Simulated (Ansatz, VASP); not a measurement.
**PdC3 in VASP and in Ansatz**

```
CELL_PARAMETERS angstrom
-2.06786 2.06786 2.06786
2.06786 -2.06786 2.06786
2.06786 2.06786 -2.06786
ATOMIC_POSITIONS crystal
Pd 0.00000 0.00000 0.00000
C 0.00000 0.50000 0.50000
C 0.50000 0.00000 0.50000
C 0.50000 0.50000 0.00000
```

Alike in both runs: functional PBE; k mesh 16 × 16 × 16; occupations gaussian, width 0.1 eV; no spin polarisation.

Ansatz relaxed the structure, and its values are those at the end. VASP's run is a single point on that final structure, the one shown.

```csv
,VASP,Ansatz
version,VASP 6.6.1,Ansatz 0.2.0
potentials or method,"VASP PAW PBE potentials, release 64 (Pd, C), cutoff 520 eV","scalar-relativistic, plane waves, PAW"
valence electrons in the cell,22,30
```

```tsv
	VASP	Ansatz	Ansatz less VASP
gap on the k mesh at the Fermi level (eV)	none	none	-
pressure (GPa)	0.1	0.0	-0.02
```

A gap of «none» marks a metal or a gap that the smearing closes. VASP's potentials hold 22 valence electrons a cell and Ansatz's 30, so a difference there can come from the potentials and not from the codes.
